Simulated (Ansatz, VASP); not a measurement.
# One calculation of LiH, two programs

```
CELL_PARAMETERS angstrom
0.00000 1.99847 1.99847
1.99847 0.00000 1.99847
1.99847 1.99847 0.00000
ATOMIC_POSITIONS crystal
Li 0.00000 0.00000 0.00000
H 0.50000 0.50000 0.50000
```

Alike in both runs: task single point; functional PBEsol; k mesh 8 × 8 × 8; no spin polarisation.

|  | VASP | Ansatz |
| --- | --- | --- |
| version | VASP 6.6.1 | Ansatz 0.2.0 |
| potentials or method | VASP PAW PBE potentials, release 64 (Li_sv, H) | plane waves |
| plane-wave cutoff (eV) | 520 | 420 |
| occupations | gaussian, width 0.01 eV | fixed |
| valence electrons in the cell | 4 | 4 |

|  | VASP | Ansatz | Ansatz less VASP |
| --- | --- | --- | --- |
| gap on the k mesh at the Fermi level (eV) | 2.74 | 2.74 | 0.000 |

VASP's potentials were made for PBE, not for PBEsol.

Noted on VASP's run: the cutoff is short for stress, so the pressure is rough.
